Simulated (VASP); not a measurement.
Here is a VASP 6.6.1 calculation.

Contents of INCAR:

```
SYSTEM = TiW2
  PREC = Accurate
  ENCUT = 600
  EDIFF = 1E-6
  ISMEAR = 0
  SIGMA = 0.1
  LREAL = .False.
  LASPH = .True.
  NELM = 80
  ALGO = Fast
  ISIF = 4
  LWAVE = .False.
  LCHARG = .False.
  GGA = PE
  IBRION = 2
  NSW = 50
  EDIFFG = -0.01
```

KPOINTS

```
Automatic mesh
0
Gamma
  12 12 16
  0 0 0
```

Contents of POSCAR:

```
TiW2
1.0
    4.3467029988      0.0000000000      0.0000000000
   -2.1733514994      3.7643552197      0.0000000000
    0.0000000000      0.0000000000      2.6863243488
Ti W
1 2
Direct
    0.0000000000      0.0000000000      0.0000000000
    0.3333333333      0.6666666667      0.3450788939
    0.6666666667      0.3333333333      0.6549211061
```

Potentials or basis: VASP PAW PBE potentials, release 64 (Ti_sv, W_sv).

Command:

```sh
$ cat potpaw_PBE.64/Ti_sv/POTCAR potpaw_PBE.64/W_sv/POTCAR > POTCAR
$ mpirun -np 1 vasp_std > vasp.out
```

**Question.** What does it give for the band gap on the k mesh?

**Answer.** Zero (bands 20 and 21 overlap by 1.39 eV).

Final structure:
```cif
data_structure
_symmetry_space_group_name_H-M 'P 1'
_symmetry_Int_Tables_number 1
_cell_length_a 4.3457
_cell_length_b 4.3457
_cell_length_c 2.6876
_cell_angle_alpha 90.000
_cell_angle_beta 90.000
_cell_angle_gamma 120.000
_cell_volume 43.96
loop_
_atom_site_label
_atom_site_type_symbol
_atom_site_fract_x
_atom_site_fract_y
_atom_site_fract_z
_atom_site_occupancy
Ti1 Ti 0.00000 0.00000 0.00000 1
W1 W 0.33333 0.66667 0.34259 1
W2 W 0.66667 0.33333 0.65741 1
```

Caveat: spin-orbit coupling is left out, which moves the levels of the heavy elements.
